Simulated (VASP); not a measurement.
A run of VASP 6.6.1 is set up as follows.

INCAR

```
ALGO     = Normal         # electronic algorithm
EDIFF    = 1E-6           # SCF threshold, eV
ENCUT    = 520            # plane-wave cutoff, eV
GGA      = PE             # functional
ISIF     = 2              # what is computed and relaxed
ISMEAR   = -1             # smearing method
LASPH    = T              # aspherical terms in the spheres
LCHARG   = F              # write CHGCAR
LREAL    = F              # projectors in reciprocal space
LWAVE    = F              # write WAVECAR
NBANDS   = 10             # bands
NELM     = 100            # most SCF steps
PREC     = Accurate       # precision mode
SIGMA    = 0.1            # smearing width, eV
```

Contents of KPOINTS:

```
k-points
0
Gamma
  12 12 12
```

File POSCAR:

```
K
1.0
    4.1166926035      0.0000000000      0.0000000000
    0.0000000000      4.1166926035      0.0000000000
    0.0000000000      0.0000000000      4.1166926035
K
1
Direct
    0.0000000000      0.0000000000      0.0000000000
```

Potentials or basis: VASP PAW PBE potentials, release 64 (K_sv).

Command:

```console
$ cat potpaw_PBE.64/K_sv/POTCAR > POTCAR
$ mpirun -np 1 vasp_std > vasp.out
```

Task: What does it give for the band gap on the k mesh?

Result: Zero (an odd number of electrons rules out a gap without spin polarisation).

Task: Predict the pressure.

Result: 0.4 GPa.
